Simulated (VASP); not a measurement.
Write the native input for VASP 6.6.1 that does the following.

| Property | Result |
| --- | --- |
| Task | single point |
| Functional | r2SCAN |
| Potentials or basis | VASP PAW PBE potentials, release 64 (Bi_d) |
| Cutoff | 520 eV |
| k mesh | 8 × 8 × 4 |
| Occupations | fermi-dirac, width 0.05 eV |
| Spin | no spin polarisation |
| Dipole correction | no |
| Further INCAR settings | ALGO = Normal; EDIFF = 1e-06; NBANDS = 22 |

Bi:

```xyz
2
Lattice="3.2810 0.0000 0.0000 0.0000 3.2640 0.0000 -0.0815 0.0000 6.5287" Properties=species:S:1:pos:R:3 pbc="T T T"
Bi    1.7246    0.0000    4.8938
Bi    1.4749    0.0000    1.6349
```

One way to write it, as run:

POSCAR

```
Bi
1.0
    3.2809913467      0.0000000000      0.0000000000
    0.0000000000      3.2640382254      0.0000000000
   -0.0815136175      0.0000000000      6.5286865229
Bi
2
Direct
    0.5442472500      0.0000000000      0.7495778900
    0.4557527500      0.0000000000      0.2504221100
```

INCAR.step1

```
  ALGO = Normal
  EDIFF = 1E-4
  ENCUT = 520
  GGA = PE
  ISMEAR = -1
  LASPH = True
  LCHARG = False
  LREAL = False
  LWAVE = True
  NBANDS = 22
  NELM = 100
  PREC = Accurate
  SIGMA = 0.05
```

INCAR.step2

```
  ALGO = Normal
  EDIFF = 1E-6
  ENCUT = 520
  ISIF = 2
  ISMEAR = -1
  ISTART = 1
  LASPH = True
  LCHARG = False
  LMIXTAU = True
  LREAL = False
  LWAVE = False
  METAGGA = R2SCAN
  NBANDS = 22
  NELM = 100
  PREC = Accurate
  SIGMA = 0.05
```

KPOINTS

```
k-points
0
Gamma
  8 8 4
```

Potentials or basis: VASP PAW PBE potentials, release 64 (Bi_d).

Command:

```bash
$ cat potpaw_PBE.64/Bi_d/POTCAR > POTCAR
$ cp INCAR.step1 INCAR
$ mpirun -np 1 vasp_std > vasp.out
$ cp INCAR.step2 INCAR
$ mpirun -np 1 vasp_std > vasp.out
```

Results of the run:

- Pressure: -1.0 GPa
- Largest force: 0.034 eV/Å
- Band gap on the k mesh: zero (bands 15 and 16 overlap by 6.43 eV)

Caveat: the PAW data sets were made with another functional, which shifts forces and pressure a little; spin-orbit coupling is left out, which moves the levels of the heavy elements.

Wall time 8.5 min on 1 thread of AMD EPYC 7R13, with other jobs on the host, peak memory 0.21 GiB.
